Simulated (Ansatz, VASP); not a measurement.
Two plane-wave programs on BN

The input INCAR:

```
SYSTEM = BN
ALGO     = Normal         ! electronic algorithm
EDIFF    = 1E-6           ! SCF threshold, eV
ENCUT    = 600            ! plane-wave cutoff, eV
GGA      = PE             ! functional
GGA_COMPAT= .FALSE.      
ISIF     = 2              ! what is computed and relaxed
ISMEAR   = 0              ! smearing method
LASPH    = .TRUE.         ! aspherical terms in the spheres
LCHARG   = .FALSE.        ! write CHGCAR
LREAL    = .FALSE.        ! projectors in reciprocal space
LWAVE    = .FALSE.        ! write WAVECAR
NBANDS   = 11             ! bands
NELM     = 120            ! most SCF steps
PREC     = Accurate       ! precision mode
SIGMA    = 0.1            ! smearing width, eV
```

File KPOINTS:

```
k-points
0
G
  8 8 8
  0 0 0
```

Contents of POSCAR:

```
BN
1.0
    0.0000000000      1.8130010000      1.8130010000
    1.8130010000      0.0000000000      1.8130010000
    1.8130010000      1.8130010000      0.0000000000
B N
1 1
Direct
    0.0000000000      0.0000000000      0.0000000000
    0.7500000000      0.7500000000      0.7500000000
```

Input for Ansatz:

```yaml
crystal:
  lattice:
    - [0.0, 1.813001, 1.813001]
    - [1.813001, 0.0, 1.813001]
    - [1.813001, 1.813001, 0.0]
  atoms:
    - { symbol: B, position: [0.0, 0.0, 0.0] }
    - { symbol: "N", position: [0.75, 0.75, 0.75] }
basis:
  ecutwfc: 420
kpoints:
  mp_grid: { grid: [8, 8, 8] }
hamiltonian:
  xc: pbe
scf:
  occupations: { method: gaussian, width: 0.1 }
output:
  forces: true
  stress: true
  eigenvalues: true
```

Alike in both runs: task single point; functional PBE; k mesh 8 × 8 × 8; occupations gaussian, width 0.1 eV; no spin polarisation.

```csv
,VASP,Ansatz
version,VASP 6.6.1,Ansatz 0.2.0
potentials or method,"VASP PAW PBE potentials, release 64 (B, N), cutoff 600 eV","scalar-relativistic, plane waves, PAW"
valence electrons in the cell,8,8
```

```tsv
	VASP	Ansatz	Ansatz less VASP
gap on the k mesh at the Fermi level (eV)	4.45	4.46	+0.012
least direct gap on the mesh (eV)	8.78	8.79	+0.011
pressure (GPa)	-0.4	-0.4	+0.02
```
